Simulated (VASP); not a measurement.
Here is a VASP 6.6.1 calculation.

The input INCAR:

```
SYSTEM = Na
PREC = Accurate
ENCUT = 500
EDIFF = 1E-7
ISMEAR = -1
SIGMA = 0.05
LREAL = .FALSE.
LASPH = .TRUE.
NELM = 120
ALGO = Normal
ISIF = 3
LWAVE = .FALSE.
LCHARG = .FALSE.
GGA = PS
IBRION = 2
NSW = 80
EDIFFG = -0.02
PSTRESS = 300.0
GGA_COMPAT = .FALSE.
NELMIN = 4
```

KPOINTS

```
regular mesh
0
G
  15 15 15
  0 0 0
```

The input POSCAR:

```
Na
1.0
    0.0000000000      2.6950000000      2.6950000000
    2.6950000000      0.0000000000      2.6950000000
    2.6950000000      2.6950000000      0.0000000000
Na
1
Direct
    0.0000000000      0.0000000000      0.0000000000
```

Potentials or basis: VASP PAW PBE potentials, release 64 (Na_pv).

Command:

```sh
$ cat potpaw_PBE.64/Na_pv/POTCAR > POTCAR
$ mpirun -np 1 vasp_std > vasp.out
```

Task: Estimate the relaxed volume.

Result: 16.01 Å³/atom.

Task: What does it give for the space group after relaxing (to 0.1 Å)?

Result: Fm-3m (No. 225).

Task: Estimate the relaxed cell.

Result: a = 2.829 Å, b = 2.829 Å, c = 2.829 Å, α = 60.00°, β = 60.00°, γ = 60.00°.

The path:
```
step  energy change (eV)  largest force (eV/Å)  pressure (GPa)  volume (Å³)
   1              0.0000                0.0000           -0.52        39.15
   2              3.0990                0.0000          110.14        10.28
   3              0.8653                0.0000           26.74        16.60
   4              0.9435                0.0000           29.17        16.15
   5              1.0057                0.0000           31.13        15.82
   6              0.9598                0.0000           29.69        16.06
   7              0.9698                0.0000           30.04        16.01
```

Caveat: the cell is relaxed towards a set pressure, so the run minimises the enthalpy, not the energy; the volume moved by over 15 % at a fixed basis, so the end points are rough; the PAW data sets were made with another functional, which shifts forces and pressure a little.
